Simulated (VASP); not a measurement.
# Si16Ge (a cell with a defect) in VASP: further runs, part 3 of 3

VASP 6.6.1. The steps go on from the part before.

**5. Single point, PBE**

File INCAR:

```
SYSTEM = Si16Ge
PREC = Accurate ; ENCUT = 520
EDIFF = 1E-7 ; ISMEAR = -1
SIGMA = 0.02 ; LREAL = Auto
LASPH = .TRUE. ; NELM = 80
ALGO = Normal ; ISIF = 2
LWAVE = .FALSE. ; LCHARG = .TRUE.
GGA = PE ; LELF = .TRUE.
LVHAR = .TRUE. ; NBANDS = 53
```

File KPOINTS:

```
regular mesh
0
G
  2 2 2
  0 0 0
```

File POSCAR:

```
Si16Ge
1.0
    0.0000000000      5.4300000000      5.4300000000
    5.4300000000      0.0000000000      5.4300000000
    5.4300000000      5.4300000000      0.0000000000
Si Ge
16 1
Direct
    0.0042163904      0.0044325967      0.0042217311
    0.1254210866      0.1261680479      0.1248411602
    0.0039104972      0.0045900552      0.4882801105
    0.1296794659      0.1300225599      0.6206120626
    0.0042754144      0.4894750460      0.0036153775
    0.1297686004      0.6211835175      0.1295360037
   -0.0018650092      0.5012979742      0.5006721915
    0.1296072744      0.6213059853      0.6203964088
    0.4887986188      0.0048319521      0.0034951197
    0.6208178637      0.1300913444      0.1295136280
    0.5009577348     -0.0016011971      0.5007061694
    0.6207302026      0.1301243094      0.6203456722
    0.5009036832      0.5012804788     -0.0020187845
    0.6208837937      0.6214060773      0.1291780847
    0.5008069982      0.5012639042      0.5004716390
    0.6251472376      0.6254166667      0.6249838858
    0.8754101289      0.8761193370      0.8748576427
```

Potentials or basis: VASP PAW PBE potentials, release 64 (Si, Ge_d).

Started as:

```bash
cat potpaw_PBE.64/Si/POTCAR potpaw_PBE.64/Ge_d/POTCAR > POTCAR
mpirun -np 1 vasp_std > vasp.out
```

OUTCAR:

```text
SYSTEM = Si16Ge
   PREC = Accurate
   ENCUT = 520
   EDIFF = 1E-7
   ISMEAR = -1
   LREAL = Auto
   LASPH = .TRUE.
   NELM = 80
   ISIF = 2
   GGA = PE

 ion  position               nearest neighbor table
   1  0.004  0.004  0.004-   2 2.28   6 2.40  10 2.40   4 2.41  17 2.42
   2  0.125  0.126  0.125-   5 2.28   9 2.28   3 2.28   1 2.28
   3  0.004  0.005  0.488-   2 2.28  12 2.40   8 2.40   4 2.40  17 2.42
   4  0.130  0.130  0.621-   7 2.33  11 2.33   3 2.40   1 2.41  17 2.76
   5  0.004  0.489  0.004-   2 2.28   6 2.40   8 2.40  14 2.40  17 2.42
   6  0.130  0.621  0.130-  13 2.33   7 2.33   5 2.40   1 2.40  17 2.76
   7  0.998  0.501  0.501-   6 2.33   8 2.33   4 2.33  16 2.34
   8  0.130  0.621  0.620-  15 2.33   7 2.33   5 2.40   3 2.40  17 2.77
   9  0.489  0.005  0.003-   2 2.28  12 2.40  10 2.40  14 2.40  17 2.42
  10  0.621  0.130  0.130-  13 2.33  11 2.33   9 2.40   1 2.40  17 2.76
  11  0.501  0.998  0.501-  12 2.33  10 2.33   4 2.33  16 2.34
  12  0.621  0.130  0.620-  15 2.33  11 2.33   9 2.40   3 2.40  17 2.76
  13  0.501  0.501  0.998-   6 2.33  10 2.33  14 2.33  16 2.34
  14  0.621  0.621  0.129-  15 2.33  13 2.33   5 2.40   9 2.40  17 2.77
  15  0.501  0.501  0.500-  12 2.33   8 2.33  14 2.33  16 2.34
  16  0.625  0.625  0.625-  11 2.34   7 2.34  13 2.34  15 2.34
  17  0.875  0.876  0.875-   1 2.42   3 2.42   9 2.42   5 2.42   4 2.76  10 2.76   6 2.76  12 2.76
                            14 2.77   8 2.77

  LATTYP: Found a face centered cubic cell.
 ALAT       =    10.8600000000

  Lattice vectors:

 A1 = (   0.0000000000,   5.4300000000,   5.4300000000)
 A2 = (   5.4300000000,   0.0000000000,   5.4300000000)
 A3 = (   5.4300000000,   5.4300000000,   0.0000000000)

Analysis of symmetry for initial positions (statically):
=====================================================================
 Subroutine PRICEL returns:
 Original cell was already a primitive cell.

 Routine SETGRP: Setting up the symmetry group for a
 face centered cubic supercell.

 Subroutine GETGRP returns: Found  1 space group operations
 (whereof  1 operations were pure point group operations)
 out of a pool of 48 trial point group operations.

The static configuration has the point symmetry C_1 .

Analysis of symmetry for dynamics (positions and initial velocities):
=====================================================================
 Subroutine PRICEL returns:
 Original cell was already a primitive cell.

 Routine SETGRP: Setting up the symmetry group for a
 face centered cubic supercell.

 Subroutine GETGRP returns: Found  1 space group operations
 (whereof  1 operations were pure point group operations)
 out of a pool of 48 trial point group operations.

The dynamic configuration has the point symmetry C_1 .

 Subroutine INISYM returns: Found  1 space group operations
 (whereof  1 operations are pure point group operations),
 and found     1 'primitive' translations

----------------------------------------------------------------------------------------

                                     Primitive cell

  volume of cell :     320.2060

  direct lattice vectors                    reciprocal lattice vectors
     0.000000000  5.430000000  5.430000000    -0.092081031  0.092081031  0.092081031
     5.430000000  0.000000000  5.430000000     0.092081031 -0.092081031  0.092081031
     5.430000000  5.430000000  0.000000000     0.092081031  0.092081031 -0.092081031

  length of vectors
     7.679179644  7.679179644  7.679179644     0.159489025  0.159489025  0.159489025

  position of ions in fractional coordinates (direct lattice)
[... 75 lines left out ...]
   number of dos      NEDOS =    301   number of ions     NIONS =     17
   total plane-waves  NPLWV = 216000
   dimension x,y,z NGX =    60 NGY =   60 NGZ =   60
   dimension x,y,z NGXF=   120 NGYF=  120 NGZF=  120
   ions per type =              16   1
   NGX,Y,Z   is equivalent  to a cutoff of  12.99, 12.99, 12.99 a.u.
   NGXF,Y,Z  is equivalent  to a cutoff of  25.98, 25.98, 25.98 a.u.
 SYSTEM =  Si16Ge
   PREC   = accura    normal or accurate (medium, high low for compatibility)
   ISTART =      0    job   : 0-new  1-cont  2-samecut
   ICHARG =      2    charge: 1-file 2-atom 10-const
   ISPIN  =      1    spin polarized calculation?
   LNONCOLLINEAR =      F non collinear calculations
   LSORBIT =      F    spin-orbit coupling
   LASPH  =      T    aspherical Exc in radial PAW
   ENCUT  =  520.0 eV  38.22 Ry    6.18 a.u.  14.28 14.28 14.28*2*pi/ulx,y,z
   NELM   =     80;   NELMIN=  2; NELMDL= -5     # of ELM steps
   EDIFF  = 0.1E-06   stopping-criterion for ELM
   LREAL  =      T    real-space projection
   EDIFFG = 0.1E-05   stopping-criterion for IOM
   NSW    =      0    number of steps for IOM
   IBRION =     -1    ionic relax: 0-MD 1-quasi-New 2-CG
   NFREE  =      0    steps in history (QN), initial steepest desc. (CG)
   ISIF   =      2    stress and relaxation
   ISYM   =      2    0-nonsym 1-usesym 2-fastsym
   POTIM  = 0.5000    time-step for ionic-motion
   TEBEG  =    0.0;   TEEND  =   0.0 temperature during run
   PSTRESS=    0.0 pullay stress
   NELECT =      78.0000    total number of electrons
   NUPDOWN=      -1.0000    fix difference up-down
   EMIN   =  10.00;   EMAX   =-10.00  energy-range for DOS
   EFERMI =   0.00;   METHOD = LEGACY
   ISMEAR =    -1;   SIGMA  =   0.02  broadening in eV -4-tet -1-fermi 0-gaus
   EFERMI_NEDOS =   21; number of points for ismear=-14 and -15
   IALGO  =     38    algorithm
   IMIX   =      4    mixing-type and parameters
     AMIX     =   0.40;   BMIX     =  1.00
     AMIX_MAG =   1.60;   BMIX_MAG =  1.00
  volume/ion in A,a.u.               =      18.84       127.11
  Fermi-wavevector in a.u.,A,eV,Ry     =   1.022421  1.932096 14.222785  1.045345
  Thomas-Fermi vector in A             =   2.156100
   LORBIT       =      0    0 simple, 1 ext, 2 COOP (PROOUT), +10 PAW based schemes
   GGA     = PE    functional components
   LHFCALC =     F    Hartree Fock is set to
   AEXX    =    0.0000 exact exchange contribution
   IVDW    =     0    specifies the selected vdW correction
   LEPSILON=     F    determine dielectric tensor
   LRPA    =     F    only Hartree local field effects (RPA)
 non-spin polarized calculation
  energy-cutoff  :      520.00
  volume of cell :      320.21
 maximum number of plane-waves:      8646
 NGX is ok and might be reduce to    60
   NGX = 29   NGY = 29   NGZ = 29

 number of electron      77.9999998 magnetization

 Free energy of the ion-electron system (eV)
  ---------------------------------------------------
  ext. energy  EPLUGINS =         0.00000000
  ---------------------------------------------------
  free energy    TOTEN  =       -86.69703325 eV

  energy without entropy =      -86.68634073  energy(sigma->0) =      -86.69168699

 E-fermi :   6.9416     XC(G=0):  -9.7494

 val. band max:        6.6814557497   @ k =   0.0000   0.0000   0.0000
 cond. band min:       6.9477915686   @ k =   0.0000   0.0000   0.0000
 fundamental gap:      0.2663358189
 Fermi energy:         6.9415681552

 k-point     1 :       0.0000    0.0000    0.0000
  band No.  band energies     occupation
      1     -18.2530      2.00000
      2     -18.2529      2.00000
      3     -18.2528      2.00000
      4     -18.2393      2.00000
      5     -18.2389      2.00000
      6      -6.5237      2.00000
[... 421 lines left out ...]
     50      10.3297      0.00000
     51      10.3314      0.00000
 [bands above 51 left out]

------------------------ aborting loop because EDIFF is reached ----------------------------------------

  FORCE on cell =-STRESS in cart. coord.  units (eV):
  Direction    XX          YY          ZZ          XY          YZ          ZX
  --------------------------------------------------------------------------------------
  -------------------------------------------------------------------------------------
  Total       13.3834324     13.4076487     13.3417555     -0.0092785     -0.0042210      0.0007355
  in kB       66.9651130     67.0862813     66.7565793     -0.0464260     -0.0211199      0.0036802
  external PRESSURE =      66.9359912 kB  Pullay stress =       0.0000000 kB

 VOLUME and BASIS-vectors are now :
 -----------------------------------------------------------------------------
  energy-cutoff  :      520.00
  volume of cell :      320.21
      direct lattice vectors                 reciprocal lattice vectors
     0.000000000  5.430000000  5.430000000    -0.092081031  0.092081031  0.092081031
     5.430000000  0.000000000  5.430000000     0.092081031 -0.092081031  0.092081031
     5.430000000  5.430000000  0.000000000     0.092081031  0.092081031 -0.092081031

 POSITION                                       TOTAL-FORCE (eV/Angst)
 -----------------------------------------------------------------------------------
      0.04699      0.04582      0.04696         0.002133      0.002032      0.003764
      1.36298      1.35892      1.36613        -0.009320     -0.002680     -0.015074
      2.67628      2.67259      0.04616         0.000547      0.001164      0.000641
      4.07595      4.07408      1.41018         0.001678      0.001413     -0.000461
      2.67748      0.04285      2.68106         0.001690     -0.004714     -0.000106
      4.07641      1.40802      4.07767         0.002964     -0.001833      0.002683
[... 9 lines left out ...]
      6.78968      6.78821      6.79056        -0.001033     -0.000321     -0.001369
      9.50780      9.50395      9.51080        -0.002099     -0.001072     -0.002880
 -----------------------------------------------------------------------------------
    total drift:                                0.001491     -0.000521     -0.001267

  FREE ENERGIE OF THE ION-ELECTRON SYSTEM (eV)
  ---------------------------------------------------
  free  energy   TOTEN  =       -86.6970332526 eV

  energy  without entropy=      -86.6863407299  energy(sigma->0) =      -86.69168699
```

Run time: 2.5 min. Hardware: 1 thread of Intel Xeon 6975P-C (Granite Rapids), shared host; peak memory 0.49 GiB.

What came out:

| Property | Result |
| --- | --- |
| Free energy | -86.6970 eV |
| Pressure | 6.7 GPa |
| Largest force | 0.018 eV/Å |
| Band gap on the k mesh | zero (band 39 reaches 6.99 eV, above the bottom of band 40 at 6.68 eV) |

Forces in eV/Å, atoms in the order of the input:
```
Si   0.002  0.002  0.004
Si  -0.009 -0.003 -0.015
Si   0.001  0.001  0.001
Si   0.002  0.001  0.000
Si   0.002 -0.005  0.000
Si   0.003 -0.002  0.003
Si   0.005 -0.004 -0.005
Si   0.003 -0.001  0.003
Si  -0.002  0.002 -0.002
Si  -0.001  0.002  0.002
Si  -0.004  0.003 -0.005
Si   0.001  0.002  0.001
Si  -0.005 -0.004  0.007
Si   0.001  0.000  0.004
Si   0.006  0.005  0.007
Si  -0.001  0.000 -0.001
Ge  -0.002 -0.001 -0.003
```

Levels at points of the mesh, in eV from the Fermi level:
```tsv
k point	band 37	band 38	band 39	band 40	band 41	band 42
(0.00, 0.00, 0.00)	-0.81	-0.81	-0.26	-0.26	-0.26	0.01
(0.50, 0.00, 0.00)	-1.49	-1.49	-0.34	0.51	0.51	0.86
(0.00, 0.50, 0.00)	-1.49	-1.49	-0.34	0.51	0.51	0.86
(0.00, 0.00, 0.50)	-1.49	-1.48	-0.34	0.51	0.51	0.86
(0.50, 0.50, 0.50)	-1.49	-1.48	-0.34	0.51	0.51	0.86
(0.50, 0.50, 0.00)	-1.92	-1.32	0.05	0.79	1.03	1.03
(0.00, 0.50, 0.50)	-1.92	-1.32	0.05	0.79	1.03	1.03
(0.50, 0.00, 0.50)	-1.92	-1.32	0.05	0.79	1.03	1.03
```

Caveat: the k points lie up to 0.50 Å⁻¹ apart.
